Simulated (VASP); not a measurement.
# KI (F-43m) in VASP: notebook, part 2 of 2

VASP 6.6.1. The steps go on from the part before.

### Step 3. Relaxation of cell and atoms, PBE

This run uses another cell than the first one, of 53.07 Å³/atom.

Contents of INCAR:

```
  ALGO = Normal
  EDIFF = 1E-6
  EDIFFG = -0.005
  ENCUT = 600
  GGA = PE
  IBRION = 2
  ISIF = 3
  ISMEAR = -1
  LASPH = True
  LCHARG = False
  LREAL = False
  LWAVE = False
  NELM = 60
  NSW = 80
  PREC = Accurate
  SIGMA = 0.02
```

Contents of KPOINTS:

```
k-points
0
Gamma
  6 6 6
```

Contents of POSCAR:

```
KI
1.0
    0.0000000000      3.7578574321      3.7578574321
    3.7578574321      0.0000000000      3.7578574321
    3.7578574321      3.7578574321      0.0000000000
K I
1 1
Direct
    0.0000000000      0.0000000000      0.0000000000
    0.2500000000      0.2500000000      0.2500000000
```

Potentials or basis: VASP PAW PBE potentials, release 64 (K_sv, I).

Command:

```bash
$ cat potpaw_PBE.64/K_sv/POTCAR potpaw_PBE.64/I/POTCAR > POTCAR
$ mpirun -np 1 vasp_std > vasp.out
```

OUTCAR:

```text
EDIFF = 1E-6
   EDIFFG = -0.005
   ENCUT = 600
   GGA = PE
   IBRION = 2
   ISIF = 3
   ISMEAR = -1
   LASPH = True
   LREAL = False
   NELM = 60
   NSW = 80
   PREC = Accurate

 ion  position               nearest neighbor table
   1  0.000  0.000  0.000-   2 3.25   2 3.25   2 3.25   2 3.25
   2  0.250  0.250  0.250-   1 3.25   1 3.25   1 3.25   1 3.25

  LATTYP: Found a face centered cubic cell.
 ALAT       =     7.5157148642

  Lattice vectors:

 A1 = (   0.0000000000,   3.7578574321,   3.7578574321)
 A2 = (   3.7578574321,   0.0000000000,   3.7578574321)
 A3 = (   3.7578574321,   3.7578574321,   0.0000000000)

Analysis of symmetry for initial positions (statically):
=====================================================================
 Subroutine PRICEL returns:
 Original cell was already a primitive cell.

 Routine SETGRP: Setting up the symmetry group for a
 face centered cubic supercell.

 Subroutine GETGRP returns: Found 24 space group operations
 (whereof 24 operations were pure point group operations)
 out of a pool of 48 trial point group operations.

The static configuration has the point symmetry T_d .

Analysis of symmetry for dynamics (positions and initial velocities):
=====================================================================
 Subroutine PRICEL returns:
 Original cell was already a primitive cell.

 Routine SETGRP: Setting up the symmetry group for a
 face centered cubic supercell.

 Subroutine GETGRP returns: Found 24 space group operations
 (whereof 24 operations were pure point group operations)
 out of a pool of 48 trial point group operations.

The dynamic configuration has the point symmetry T_d .

 Subroutine INISYM returns: Found 24 space group operations
 (whereof 24 operations are pure point group operations),
 and found     1 'primitive' translations

----------------------------------------------------------------------------------------

                                     Primitive cell

[... 94 lines left out ...]
   EMIN   =  10.00;   EMAX   =-10.00  energy-range for DOS
   EFERMI =   0.00;   METHOD = LEGACY
   ISMEAR =    -1;   SIGMA  =   0.02  broadening in eV -4-tet -1-fermi 0-gaus
   EFERMI_NEDOS =   21; number of points for ismear=-14 and -15
   IALGO  =     38    algorithm
   IMIX   =      4    mixing-type and parameters
     AMIX     =   0.40;   BMIX     =  1.00
     AMIX_MAG =   1.60;   BMIX_MAG =  1.00
  volume/ion in A,a.u.               =      53.07       358.11
  Fermi-wavevector in a.u.,A,eV,Ry     =   0.871294  1.646506 10.328897  0.759153
  Thomas-Fermi vector in A             =   1.990381
   LORBIT       =      0    0 simple, 1 ext, 2 COOP (PROOUT), +10 PAW based schemes
   GGA     = PE    functional components
   LHFCALC =     F    Hartree Fock is set to
   AEXX    =    0.0000 exact exchange contribution
   IVDW    =     0    specifies the selected vdW correction
   LEPSILON=     F    determine dielectric tensor
   LRPA    =     F    only Hartree local field effects (RPA)
 conjugate gradient relaxation of ions
 non-spin polarized calculation
  energy-cutoff  :      600.00
  volume of cell :      106.13
 maximum number of plane-waves:      3582
   NGX = 21   NGY = 21   NGZ = 21

--------------------------------------- Ionic step        1  -------------------------------------------

 number of electron      16.0000000 magnetization

 Free energy of the ion-electron system (eV)
  ---------------------------------------------------
  ext. energy  EPLUGINS =         0.00000000
  ---------------------------------------------------
  free energy    TOTEN  =        -5.27040664 eV

  energy without entropy =       -5.27040664  energy(sigma->0) =       -5.27040664

------------------------ aborting loop because EDIFF is reached ----------------------------------------

  FORCE on cell =-STRESS in cart. coord.  units (eV):
  Direction    XX          YY          ZZ          XY          YZ          ZX
  --------------------------------------------------------------------------------------
  -------------------------------------------------------------------------------------
  Total        1.3664521      1.3664521      1.3664521      0.0000000      0.0000000     -0.0000000
  in kB       20.6278561     20.6278561     20.6278561      0.0000000      0.0000000     -0.0000000
  external PRESSURE =      20.6278561 kB  Pullay stress =       0.0000000 kB
[... 167 lines left out ...]
--------------------------------------- Ionic step        6  -------------------------------------------

 number of electron      16.0000002 magnetization

 Free energy of the ion-electron system (eV)
  ---------------------------------------------------
  ext. energy  EPLUGINS =         0.00000000
  ---------------------------------------------------
  free energy    TOTEN  =        -5.38700999 eV

  energy without entropy =       -5.38700999  energy(sigma->0) =       -5.38700999

 E-fermi :  -1.6971     XC(G=0):  -5.6527

 val. band max:       -2.2537386813   @ k =  -0.1667   0.1667   0.0000
 cond. band min:       1.6349057356   @ k =   0.0000   0.0000   0.0000
 fundamental gap:      3.8886444168
 Fermi energy:        -1.6970628001

 k-point     1 :       0.0000    0.0000    0.0000
  band No.  band energies     occupation
      1     -30.7833      2.00000
      2     -14.2743      2.00000
      3     -14.2743      2.00000
      4     -14.2743      2.00000
      5     -12.2605      2.00000
      6      -2.2558      2.00000
      7      -2.2558      2.00000
      8      -2.2558      2.00000
      9       1.6349      0.00000
     10       5.2548      0.00000
     11       5.2548      0.00000
     12       5.8438      0.00000
[... 252 lines left out ...]
  FREE ENERGIE OF THE ION-ELECTRON SYSTEM (eV)
  ---------------------------------------------------
  free  energy   TOTEN  =        -5.3870099868 eV

  energy  without entropy=       -5.3870099868  energy(sigma->0) =       -5.38700999

 reached required accuracy - stopping structural energy minimisation
```

OSZICAR:

```text
N       E                     dE             d eps       ncg     rms          rms(c)
DAV:   1     0.105576156243E+03    0.10558E+03   -0.69680E+03   384   0.124E+03
DAV:   2     0.163345329361E+01   -0.10394E+03   -0.96750E+02   468   0.254E+02
DAV:   3    -0.502363685133E+01   -0.66571E+01   -0.66290E+01   500   0.618E+01
[... 52 lines left out ...]
DAV:   2    -0.538704190116E+01    0.12136E-03   -0.27984E-04   568   0.147E-01    0.315E-02
DAV:   3    -0.538700603664E+01    0.35865E-04   -0.10638E-04   712   0.775E-02    0.246E-02
DAV:   4    -0.538700846866E+01   -0.24320E-05   -0.79471E-07   364   0.955E-03    0.999E-03
DAV:   5    -0.538700985637E+01   -0.13877E-05   -0.58809E-06   616   0.129E-02    0.224E-03
DAV:   6    -0.538700998681E+01   -0.13044E-06   -0.48099E-08   192   0.209E-03
   6 F= -.53870100E+01 E0= -.53870100E+01  d E =-.120948E-04
```

CONTCAR:

```text
KI
   1.00000000000000
     0.0000000000000000    3.9990494272847834    3.9990494272847834
     3.9990494272847834   -0.0000000000000000    3.9990494272847834
     3.9990494272847834    3.9990494272847834   -0.0000000000000000
  K               I
     1     1
Direct
     1.0000000000000000    1.0000000000000000    0.0000000000000000
     0.2500000000000000    0.2500000000000000    0.2500000000000000

  0.00000000E+00  0.00000000E+00  0.00000000E+00
  0.00000000E+00  0.00000000E+00  0.00000000E+00
```

Wall time 51 s (1 thread of Intel Xeon 6975P-C (Granite Rapids), shared host); peak memory 0.28 GiB.

Results:

```
Free energy                           : -5.3870 eV
Relaxed volume                        : 63.95 Å³/atom
Relaxed cell                          : a = 5.656 Å, b = 5.656 Å, c = 5.656 Å, α = 60.00°, β = 60.00°, γ = 60.00°
Space group after relaxing (to 0.1 Å) : F-43m (No. 216)
Energy gained by relaxing             : 58.3 meV/atom
Ionic steps                           : 6
Pressure after relaxing               : 0.0 GPa
Band gap on the k mesh                : 3.89 eV
```

The path:
| step | energy change (eV) | largest force (eV/Å) | pressure (GPa) | volume (Å³) |
| --- | --- | --- | --- | --- |
| 1 | 0.0000 | 0.0000 | 2.06 | 106.13 |
| 2 | -0.0924 | 0.0000 | 0.78 | 116.98 |
| 3 | -0.1154 | 0.0000 | 0.16 | 125.17 |
| 4 | -0.1166 | 0.0000 | 0.01 | 127.61 |
| 5 | -0.1166 | 0.0000 | -0.02 | 128.07 |
| 6 | -0.1166 | 0.0000 | -0.01 | 127.91 |

Final structure:
```
CELL_PARAMETERS angstrom
0.00000 3.99905 3.99905
3.99905 0.00000 3.99905
3.99905 3.99905 0.00000
ATOMIC_POSITIONS crystal
K 0.00000 0.00000 0.00000
I 0.25000 0.25000 0.25000
```

Levels at points of the mesh, in eV from the valence-band top:
| k point | band 6 | band 7 | band 8 | band 9 | band 10 | band 11 |
| --- | --- | --- | --- | --- | --- | --- |
| (0.00, 0.00, 0.00) | 0.00 | 0.00 | 0.00 | 3.89 | 7.51 | 7.51 |
| (0.50, 0.00, 0.00) | -0.45 | -0.01 | -0.01 | 5.60 | 6.44 | 7.08 |
| (0.50, 0.50, 0.00) | -0.46 | -0.06 | -0.06 | 5.27 | 6.22 | 7.76 |

Caveat: the volume moved by over 15 % at a fixed basis, so the end points are rough; spin-orbit coupling is left out, which moves the levels of the heavy elements.

### Step 4. Relaxation of cell and atoms, PBEsol

This run uses another cell than the first one, of 63.87 Å³/atom.

Contents of INCAR:

```
SYSTEM = KI
PREC     = Accurate       ! precision mode
ENCUT    = 600            ! plane-wave cutoff, eV
EDIFF    = 1E-7           ! SCF threshold, eV
ISMEAR   = -1             ! smearing method
SIGMA    = 0.02           ! smearing width, eV
LREAL    = .False.        ! projectors in reciprocal space
LASPH    = .True.         ! aspherical terms in the spheres
NELM     = 80             ! most SCF steps
ALGO     = Normal         ! electronic algorithm
ISIF     = 3              ! what is computed and relaxed
LWAVE    = .False.        ! write WAVECAR
LCHARG   = .False.        ! write CHGCAR
GGA      = PS             ! functional
IBRION   = 2              ! ionic algorithm
NSW      = 80             ! ionic steps
EDIFFG   = -0.005         ! ionic threshold
```

Contents of KPOINTS:

```
regular mesh
0
Gamma
  6 6 6
  0 0 0
```

Contents of POSCAR:

```
KI
1.0
    0.0000000000      3.9973717352      3.9973717352
    3.9973717352      0.0000000000      3.9973717352
    3.9973717352      3.9973717352      0.0000000000
K I
1 1
Direct
    0.0000000000      0.0000000000      0.0000000000
    0.2500000000      0.2500000000      0.2500000000
```

Command:

```bash
$ cat potpaw_PBE.64/K_sv/POTCAR potpaw_PBE.64/I/POTCAR > POTCAR
$ mpirun -np 1 vasp_std > vasp.out
```

It took 41 s on 1 thread of Intel Xeon 6975P-C (Granite Rapids), shared host; peak memory 0.35 GiB.

Results (log left out):

| Quantity | Value |
| --- | --- |
| Free energy | -5.5837 eV |
| Relaxed volume | 60.78 Å³/atom |
| Relaxed cell | a = 5.560 Å, b = 5.560 Å, c = 5.560 Å, α = 60.00°, β = 60.00°, γ = 60.00° |
| Space group after relaxing (to 0.1 Å) | F-43m (No. 216) |
| Energy gained by relaxing | 3.7 meV/atom |
| Ionic steps | 3 |
| Pressure after relaxing | 0.0 GPa |
| Band gap on the k mesh | 3.96 eV |

Step by step:
```
step  energy change (eV)  largest force (eV/Å)  pressure (GPa)  volume (Å³)
   1              0.0000                0.0000           -0.35       127.75
   2             -0.0046                0.0000           -0.22       125.17
   3             -0.0073                0.0000           -0.01       121.55
```

Final structure:
```yaml
crystal:
  lattice:
    - [0.00000, 3.93167, 3.93167]
    - [3.93167, 0.00000, 3.93167]
    - [3.93167, 3.93167, 0.00000]
  atoms:
    - { symbol: K, position: [0.00000, 0.00000, 0.00000] }
    - { symbol: I, position: [0.25000, 0.25000, 0.25000] }
```

Levels at points of the mesh, in eV from the valence-band top:
```tsv
k point	band 5	band 6	band 7	band 8	band 9	band 10	band 11	band 12
(0.00, 0.00, 0.00)	-10.05	0.00	0.00	0.00	3.96	7.56	7.56	8.20
(0.50, 0.00, 0.00)	-9.93	-0.48	-0.01	-0.01	5.70	6.59	7.14	7.14
(0.50, 0.50, 0.00)	-9.90	-0.51	-0.06	-0.06	5.31	6.25	8.06	8.42
```

Caveat: the PAW data sets were made with another functional, which shifts forces and pressure a little; spin-orbit coupling is left out, which moves the levels of the heavy elements.

### Step 5. Overview

```csv
task,level,cell,cutoff (eV),smearing,gap on the mesh (eV),pressure (GPa),relaxed volume (Å³/atom)
single point,r2SCAN,"a = 5.609 Å, angles 60.0°, 2 atoms",520,gaussian 0.01 eV,4.47,0.0,-
relaxation of cell and atoms,PBE,"relaxed from a = 5.314 Å, angles 60.0°, 2 atoms",600,fermi-dirac 0.02 eV,3.89,0.0,63.95
relaxation of cell and atoms,PBEsol,"relaxed from a = 5.653 Å, angles 60.0°, 2 atoms",600,fermi-dirac 0.02 eV,3.96,0.0,60.78
```

Alike in all rows: potentials or basis VASP PAW PBE potentials, release 64 (K_sv, I); no spin polarisation; k mesh 6 × 6 × 6.

Caveats: spin-orbit coupling is left out, which moves the levels of the heavy elements; the PAW data sets were made with another functional, which shifts forces and pressure a little (at least some runs); the volume moved by over 15 % at a fixed basis, so the end points are rough (at least some runs).

Absolute energies hang on the potentials; compare differences alone.
